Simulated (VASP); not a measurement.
# Pd: single point with PBEsol

The system is Pd.

```xyz
4
Lattice="2.6868 0.0000 0.0000 -1.3434 2.3269 0.0000 0.0000 0.0000 8.8684" Properties=species:S:1:pos:R:3 pbc="T T T"
Pd    0.0000    0.0000    0.0000
Pd    0.0000    1.5512    2.2171
Pd    0.0000    0.0000    4.4342
Pd    1.3434    0.7756    6.6513
```

```json
{
 "Program": "VASP 6.6.1",
 "Task": "single point",
 "Functional": "PBEsol",
 "Potentials or basis": "VASP PAW PBE potentials, release 64 (Pd)",
 "Cutoff": "520 eV",
 "k mesh": "10 × 10 × 3",
 "Occupations": "methfessel-paxton, width 0.1 eV",
 "Spin": "no spin polarisation"
}
```

The pressure is 11.2 GPa. The band gap on the k mesh is zero (band 20 reaches 10.98 eV, above the bottom of band 21 at 9.96 eV).

Stress tensor (GPa, compression positive):
```
10.96  0.00  0.00
 0.00 10.96  0.00
 0.00  0.00 11.78
```

Levels at points of the mesh, in eV from the Fermi level:
| k point | band 18 | band 19 | band 20 | band 21 | band 22 | band 23 |
| --- | --- | --- | --- | --- | --- | --- |
| (0.00, 0.00, 0.00) | -1.16 | -1.16 | -0.77 | -0.77 | -0.13 | -0.13 |
| (0.50, 0.00, 0.00) | 0.21 | 0.23 | 0.25 | 1.26 | 2.27 | 3.86 |

It took 33 s on 1 thread of Intel(R) Xeon(R) Platinum 8488C (Sapphire Rapids), on a shared host, peak memory 0.18 GiB.

Caveat: the PAW data sets were made with another functional, which shifts forces and pressure a little.
